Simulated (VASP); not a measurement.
# SrCl2 in VASP: notebook

The runs below take SrCl2 through single point, with PBEsol.

All numbers are computed with VASP 6.6.1; they aren't measurements. Logs are shortened: lines on timing, memory, paths and dates and some standing lists are left out, and cuts for length are marked.

### 1 The cell of the first run

It takes space group I4/mmm (No. 139, tetragonal). The conventional cell has a = 4.887 Å, b = 4.887 Å, c = 6.945 Å, α = 90.00°, β = 90.00°, γ = 90.00°. Sr (site symmetry 4/mmm) has 8 Cl at 3.00 Å within 3.9 Å. Within 3.9 Å of Cl (site symmetry -4m2) lie 4 Sr at 3.00 Å and 6 Cl at 3.46 to 3.47 Å.

### 2 Single point, PBEsol (z stretched by +0.5 %, x and y held)

INCAR reads:

```
SYSTEM = SrCl2
  PREC = Accurate
  ENCUT = 520
  EDIFF = 1E-6
  ISMEAR = 0
  SIGMA = 0.01
  LREAL = .FALSE.
  LASPH = .TRUE.
  NELM = 60
  ALGO = Normal
  ISIF = 2
  LWAVE = .FALSE.
  LCHARG = .FALSE.
  GGA = PS
  NBANDS = 19
```

KPOINTS reads:

```
Automatic mesh
0
G
  6 6 6
  0 0 0
```

POSCAR reads:

```
SrCl2
1.0
    0.0000000000      3.4553209822      3.4725975871
    3.4553209822      0.0000000000      3.4725975871
    3.4553209822      3.4553209822      0.0000000000
Sr Cl
1 2
Direct
    0.0000000000      0.0000000000      0.0000000000
    0.2500000000      0.2500000000      0.2500000000
    0.7500000000      0.7500000000      0.7500000000
```

Potentials or basis: VASP PAW PBE potentials, release 64 (Sr_sv, Cl).

Started as:

```bash
> cat potpaw_PBE.64/Sr_sv/POTCAR potpaw_PBE.64/Cl/POTCAR > POTCAR
> mpirun -np 1 vasp_std > vasp.out
```

OUTCAR:

```text
SYSTEM = SrCl2
   PREC = Accurate
   ENCUT = 520
   EDIFF = 1E-6
   ISMEAR = 0
   LREAL = .FALSE.
   LASPH = .TRUE.
   NELM = 60
   ISIF = 2
   GGA = PS

 ion  position               nearest neighbor table
   1  0.000  0.000  0.000-   3 3.00   3 3.00   2 3.00   2 3.00   3 3.00   2 3.00   3 3.00   2 3.00

   2  0.250  0.250  0.250-   1 3.00   1 3.00   1 3.00   1 3.00
   3  0.750  0.750  0.750-   1 3.00   1 3.00   1 3.00   1 3.00

  LATTYP: Found a body centered tetragonal cell.
 ALAT       =     4.8865617954
 C/A-ratio  =     1.4212846302

  Lattice vectors:

 A1 = (  -3.4553209822,   0.0000000000,   3.4725975871)
 A2 = (   3.4553209822,   0.0000000000,   3.4725975871)
 A3 = (   0.0000000000,   3.4553209822,  -3.4725975871)

Analysis of symmetry for initial positions (statically):
=====================================================================
 Subroutine PRICEL returns:
 Original cell was already a primitive cell.

 Routine SETGRP: Setting up the symmetry group for a
 body centered tetragonal supercell.

 Subroutine GETGRP returns: Found 16 space group operations
 (whereof 16 operations were pure point group operations)
 out of a pool of 16 trial point group operations.

The static configuration has the point symmetry D_4h.

Analysis of symmetry for dynamics (positions and initial velocities):
=====================================================================
 Subroutine PRICEL returns:
 Original cell was already a primitive cell.

 Routine SETGRP: Setting up the symmetry group for a
 body centered tetragonal supercell.

 Subroutine GETGRP returns: Found 16 space group operations
 (whereof 16 operations were pure point group operations)
 out of a pool of 16 trial point group operations.

The dynamic configuration has the point symmetry D_4h.

 Subroutine INISYM returns: Found 16 space group operations
 (whereof 16 operations are pure point group operations),
 and found     1 'primitive' translations

----------------------------------------------------------------------------------------

                                     Primitive cell

  volume of cell :      82.9204

  direct lattice vectors                    reciprocal lattice vectors
     0.000000000  3.455320982  3.472597587    -0.144704357  0.144704357  0.143984435
     3.455320982  0.000000000  3.472597587     0.144704357 -0.144704357  0.143984435
     3.455320982  3.455320982  0.000000000     0.144704357  0.144704357 -0.143984435

  length of vectors
     4.898793432  4.898793432  4.886561795     0.250220341  0.250220341  0.250220341

  position of ions in fractional coordinates (direct lattice)
     0.000000000  0.000000000  0.000000000
     0.250000000  0.250000000  0.250000000
     0.750000000  0.750000000  0.750000000

  ion indices of the primitive-cell ions
   primitive index   ion index
                 1           1
                 2           2
                 3           3

----------------------------------------------------------------------------------------

 KPOINTS: Automatic mesh

Automatic generation of k-mesh.
 Grid dimensions read from file:
 generate k-points for:    6    6    6

 Generating k-lattice:

  Cartesian coordinates                     Fractional coordinates (reciprocal lattice)
    -0.024117393  0.024117393  0.023997406     0.166666667  0.000000000  0.000000000
     0.024117393 -0.024117393  0.023997406     0.000000000  0.166666667  0.000000000
     0.024117393  0.024117393 -0.023997406    -0.000000000 -0.000000000  0.166666667

  Length of vectors
     0.041703390  0.041703390  0.041703390

  Shift w.r.t. Gamma in fractional coordinates (k-lattice)
     0.000000000  0.000000000  0.000000000

 Subroutine IBZKPT returns following result:
 ===========================================

 Found     30 irreducible k-points:

 Following reciprocal coordinates:
            Coordinates               Weight
  0.000000  0.000000  0.000000      1.000000
  0.166667 -0.000000  0.000000      8.000000
  0.333333 -0.000000  0.000000      8.000000
  0.500000 -0.000000  0.000000      4.000000
  0.166667  0.166667  0.000000      2.000000
  0.333333  0.166667  0.000000      8.000000
[... 16 lines left out ...]
  0.333333  0.000000  0.333333      4.000000
  0.500000 -0.000000  0.333333     16.000000
 [... further k-points ...]
   k-points           NKPTS =     30   k-points in BZ     NKDIM =     30   number of bands    NBANDS=     19
   number of dos      NEDOS =    301   number of ions     NIONS =      3
   total plane-waves  NPLWV =  46656
   dimension x,y,z NGX =    36 NGY =   36 NGZ =   36
   dimension x,y,z NGXF=    72 NGYF=   72 NGZF=   72
   ions per type =               1   2
   NGX,Y,Z   is equivalent  to a cutoff of  12.22, 12.22, 12.25 a.u.
   NGXF,Y,Z  is equivalent  to a cutoff of  24.43, 24.43, 24.50 a.u.
 SYSTEM =  SrCl2
   PREC   = accura    normal or accurate (medium, high low for compatibility)
   ISTART =      0    job   : 0-new  1-cont  2-samecut
   ICHARG =      2    charge: 1-file 2-atom 10-const
   ISPIN  =      1    spin polarized calculation?
   LNONCOLLINEAR =      F non collinear calculations
   LSORBIT =      F    spin-orbit coupling
   LASPH  =      T    aspherical Exc in radial PAW
   ENCUT  =  520.0 eV  38.22 Ry    6.18 a.u.   9.11  9.11  9.09*2*pi/ulx,y,z
   NELM   =     60;   NELMIN=  2; NELMDL= -5     # of ELM steps
   EDIFF  = 0.1E-05   stopping-criterion for ELM
   LREAL  =      F    real-space projection
   EDIFFG = 0.1E-04   stopping-criterion for IOM
   NSW    =      0    number of steps for IOM
   IBRION =     -1    ionic relax: 0-MD 1-quasi-New 2-CG
   NFREE  =      0    steps in history (QN), initial steepest desc. (CG)
   ISIF   =      2    stress and relaxation
   ISYM   =      2    0-nonsym 1-usesym 2-fastsym
   POTIM  = 0.5000    time-step for ionic-motion
   TEBEG  =    0.0;   TEEND  =   0.0 temperature during run
   PSTRESS=    0.0 pullay stress
   NELECT =      24.0000    total number of electrons
   NUPDOWN=      -1.0000    fix difference up-down
   EMIN   =  10.00;   EMAX   =-10.00  energy-range for DOS
   EFERMI =   0.00;   METHOD = LEGACY
   ISMEAR =     0;   SIGMA  =   0.01  broadening in eV -4-tet -1-fermi 0-gaus
   EFERMI_NEDOS =   21; number of points for ismear=-14 and -15
   IALGO  =     38    algorithm
   IMIX   =      4    mixing-type and parameters
     AMIX     =   0.40;   BMIX     =  1.00
     AMIX_MAG =   1.60;   BMIX_MAG =  1.00
  volume/ion in A,a.u.               =      27.64       186.52
  Fermi-wavevector in a.u.,A,eV,Ry     =   1.082908  2.046399 15.955408  1.172689
  Thomas-Fermi vector in A             =   2.218961
   LORBIT       =      0    0 simple, 1 ext, 2 COOP (PROOUT), +10 PAW based schemes
   GGA     = PS    functional components
   LHFCALC =     F    Hartree Fock is set to
   AEXX    =    0.0000 exact exchange contribution
   IVDW    =     0    specifies the selected vdW correction
   LEPSILON=     F    determine dielectric tensor
   LRPA    =     F    only Hartree local field effects (RPA)
 non-spin polarized calculation
 Gauss-broadening in eV      SIGMA  =   0.01
  energy-cutoff  :      520.00
  volume of cell :       82.92
 maximum number of plane-waves:      2252
   NGX = 19   NGY = 19   NGZ = 19

 number of electron      24.0000003 magnetization

 Free energy of the ion-electron system (eV)
  ---------------------------------------------------
  ext. energy  EPLUGINS =         0.00000000
  ---------------------------------------------------
  free energy    TOTEN  =       -13.34253111 eV

  energy without entropy =      -13.34253111  energy(sigma->0) =      -13.34253111

 E-fermi :   0.3109     XC(G=0):  -8.5962

 val. band max:        0.2507790550   @ k =   0.5000   0.0000   0.5000
 cond. band min:       5.4587500399   @ k =   0.0000   0.0000   0.0000
 fundamental gap:      5.2079709850
 Fermi energy:         0.3108788249

 k-point     1 :       0.0000    0.0000    0.0000
  band No.  band energies     occupation
      1     -32.4854      2.00000
      2     -14.5133      2.00000
      3     -14.5133      2.00000
      4     -14.5122      2.00000
      5     -13.1320      2.00000
      6     -12.2141      2.00000
[... 11 lines left out ...]
     18       9.1627      0.00000
     19       9.6551      0.00000

 k-point     2 :       0.1667   -0.0000    0.0000
  band No.  band energies     occupation
      1     -32.4845      2.00000
      2     -14.6244      2.00000
      3     -14.5173      2.00000
      4     -14.5167      2.00000
      5     -12.9542      2.00000
      6     -12.2750      2.00000
[... 11 lines left out ...]
     18       8.9667      0.00000
     19      10.0821      0.00000

 k-point     3 :       0.3333   -0.0000    0.0000
  band No.  band energies     occupation
      1     -32.4825      2.00000
      2     -14.7906      2.00000
      3     -14.5253      2.00000
      4     -14.5250      2.00000
      5     -12.7248      2.00000
      6     -12.3158      2.00000
[... 11 lines left out ...]
     18       8.8502      0.00000
     19       9.3341      0.00000

 k-point     4 :       0.5000   -0.0000    0.0000
  band No.  band energies     occupation
      1     -32.4816      2.00000
      2     -14.8567      2.00000
      3     -14.5293      2.00000
      4     -14.5291      2.00000
      5     -12.7044      2.00000
      6     -12.2531      2.00000
[... 11 lines left out ...]
     18       8.9116      0.00000
     19       9.0204      0.00000

 k-point     5 :       0.1667    0.1667    0.0000
  band No.  band energies     occupation
      1     -32.4842      2.00000
      2     -14.6511      2.00000
      3     -14.5230      2.00000
      4     -14.5230      2.00000
      5     -12.8898      2.00000
      6     -12.2992      2.00000
[... 11 lines left out ...]
     18       8.9000      0.00000
     19       9.2670      0.00000

 k-point     6 :       0.3333    0.1667    0.0000
  band No.  band energies     occupation
      1     -32.4826      2.00000
      2     -14.7716      2.00000
      3     -14.5506      2.00000
      4     -14.5318      2.00000
      5     -12.6519      2.00000
      6     -12.3718      2.00000
[... 11 lines left out ...]
     18       8.7769      0.00000
     19       9.6605      0.00000

 k-point     7 :       0.5000    0.1667    0.0000
  band No.  band energies     occupation
      1     -32.4813      2.00000
      2     -14.8287      2.00000
      3     -14.5993      2.00000
      4     -14.5350      2.00000
      5     -12.5949      2.00000
      6     -12.3057      2.00000
[... 11 lines left out ...]
     18       9.0555      0.00000
     19       9.3929      0.00000

 k-point     8 :      -0.3333    0.1667    0.0000
  band No.  band energies     occupation
      1     -32.4816      2.00000
      2     -14.8011      2.00000
      3     -14.6074      2.00000
      4     -14.5294      2.00000
      5     -12.5940      2.00000
      6     -12.3374      2.00000
[... 256 lines left out ...]
 k-point    20 :      -0.3333    0.3333    0.1667
  band No.  band energies     occupation
      1     -32.4806      2.00000
      2     -14.7837      2.00000
      3     -14.7043      2.00000
      4     -14.5445      2.00000
      5     -12.4624      2.00000
      6     -12.3540      2.00000
[... 11 lines left out ...]
     18       9.3922      0.00000
     19      10.1029      0.00000

 k-point    21 :      -0.1667    0.3333    0.1667
  band No.  band energies     occupation
      1     -32.4813      2.00000
      2     -14.8091      2.00000
      3     -14.6239      2.00000
      4     -14.5392      2.00000
      5     -12.4621      2.00000
      6     -12.4276      2.00000
[... 11 lines left out ...]
     18       8.9678      0.00000
     19      10.0366      0.00000

 k-point    22 :      -0.3333    0.5000    0.1667
  band No.  band energies     occupation
      1     -32.4803      2.00000
      2     -14.8471      2.00000
      3     -14.6575      2.00000
      4     -14.5525      2.00000
      5     -12.4560      2.00000
      6     -12.3265      2.00000
[... 11 lines left out ...]
     18       9.8092      0.00000
     19      10.2184      0.00000

 k-point    23 :       0.3333    0.0000    0.3333
  band No.  band energies     occupation
      1     -32.4816      2.00000
      2     -14.8504      2.00000
      3     -14.5431      2.00000
      4     -14.5412      2.00000
      5     -12.4688      2.00000
      6     -12.4627      2.00000
[... 11 lines left out ...]
     18       8.2357      0.00000
     19       9.8509      0.00000

 k-point    24 :       0.5000   -0.0000    0.3333
  band No.  band energies     occupation
      1     -32.4806      2.00000
      2     -14.8725      2.00000
      3     -14.6011      2.00000
      4     -14.5463      2.00000
      5     -12.4973      2.00000
      6     -12.3318      2.00000
[... 11 lines left out ...]
     18       9.1788      0.00000
     19      10.0623      0.00000

 [... further k-points ...]

------------------------ aborting loop because EDIFF is reached ----------------------------------------

  FORCE on cell =-STRESS in cart. coord.  units (eV):
  Direction    XX          YY          ZZ          XY          YZ          ZX
  --------------------------------------------------------------------------------------
  -------------------------------------------------------------------------------------
  Total       -0.0064472     -0.0064472     -0.1397258      0.0000000      0.0000000     -0.0000000
  in kB       -0.1245713     -0.1245713     -2.6997649      0.0000000      0.0000000     -0.0000000
  external PRESSURE =      -0.9829691 kB  Pullay stress =       0.0000000 kB

 VOLUME and BASIS-vectors are now :
 -----------------------------------------------------------------------------
  energy-cutoff  :      520.00
  volume of cell :       82.92
      direct lattice vectors                 reciprocal lattice vectors
     0.000000000  3.455320982  3.472597587    -0.144704357  0.144704357  0.143984435
     3.455320982  0.000000000  3.472597587     0.144704357 -0.144704357  0.143984435
     3.455320982  3.455320982  0.000000000     0.144704357  0.144704357 -0.143984435

 POSITION                                       TOTAL-FORCE (eV/Angst)
 -----------------------------------------------------------------------------------
      0.00000      0.00000      0.00000        -0.000000      0.000000      0.000000
      1.72766      1.72766      1.73630         0.000000      0.000000      0.000000
      5.18298      5.18298      5.20890        -0.000000     -0.000000     -0.000000
 -----------------------------------------------------------------------------------
    total drift:                                0.000000      0.000000      0.000000

  FREE ENERGIE OF THE ION-ELECTRON SYSTEM (eV)
  ---------------------------------------------------
  free  energy   TOTEN  =       -13.3425311075 eV

  energy  without entropy=      -13.3425311075  energy(sigma->0) =      -13.34253111
```

Run time: 19 s. Hardware: 1 thread of Intel Xeon 6975P-C (Granite Rapids), shared host; peak memory 0.22 GiB.

What came out:

| Property | Result |
| --- | --- |
| Free energy | -13.3425 eV |
| Pressure | -0.1 GPa |
| Band gap on the k mesh | 5.21 eV (least direct gap 5.33 eV) |

Caveat: the cell differs from its parent crystal (z stretched by +0.5 %, x and y held); the PAW data sets were made with another functional, which shifts forces and pressure a little. A k mesh can miss the band edges.

### 3 Single point, PBEsol (equal xy, yz and zx engineering shears of -0.5 %)

INCAR reads:

```
ALGO     = Normal         # electronic algorithm
EDIFF    = 1E-6           # SCF threshold, eV
ENCUT    = 520            # plane-wave cutoff, eV
GGA      = PS             # functional
ISIF     = 2              # what is computed and relaxed
ISMEAR   = 0              # smearing method
LASPH    = True           # aspherical terms in the spheres
LCHARG   = False          # write CHGCAR
LREAL    = False          # projectors in reciprocal space
LWAVE    = False          # write WAVECAR
NBANDS   = 19             # bands
NELM     = 80             # most SCF steps
PREC     = Accurate       # precision mode
SIGMA    = 0.01           # smearing width, eV
```

KPOINTS reads:

```
k-points
0
Gamma
  6 6 6
```

POSCAR reads:

```
SrCl2
1.0
   -0.0172766049      3.4466826798      3.4466826798
    3.4466826798     -0.0172766049      3.4466826798
    3.4466826798      3.4466826798     -0.0172766049
Sr Cl
1 2
Direct
    0.0000000000      0.0000000000      0.0000000000
    0.2504734010      0.2504734010      0.2504734010
    0.7495265990      0.7495265990      0.7495265990
```

Potentials or basis: VASP PAW PBE potentials, release 64 (Sr_sv, Cl).

Started as:

```bash
> cat potpaw_PBE.64/Sr_sv/POTCAR potpaw_PBE.64/Cl/POTCAR > POTCAR
> mpirun -np 1 vasp_std > vasp.out
```

Run time: 20 s. Hardware: 1 thread of Intel Xeon 6975P-C (Granite Rapids), shared host; peak memory 0.22 GiB.

Results (log left out):

* Free energy: -13.3424 eV
* Pressure: 0.1 GPa
* Band gap on the k mesh: 5.24 eV (least direct gap 5.34 eV)

Stress tensor (GPa, compression positive):
```
0.09 0.05 0.05
0.05 0.09 0.05
0.05 0.05 0.09
```

Levels at points of the mesh, in eV from the valence-band top:
```csv
k point,band 9,band 10,band 11,band 12,band 13,band 14,band 15,band 16
"(0.00, 0.00, 0.00)",-2.26,-0.36,-0.35,-0.35,5.24,5.96,5.96,8.89
"(0.50, 0.00, 0.00)",-1.59,-1.40,-1.12,-1.10,6.60,6.64,7.50,7.73
"(0.50, 0.50, 0.00)",-1.97,-0.45,-0.43,0.00,5.34,7.00,7.58,8.01
"(0.50, 0.50, 0.50)",-1.59,-1.40,-1.10,-1.10,6.64,6.64,7.54,7.75
```

Caveat: the cell differs from its parent crystal (equal xy, yz and zx engineering shears of -0.5 %); the PAW data sets were made with another functional, which shifts forces and pressure a little. A k mesh can miss the band edges.
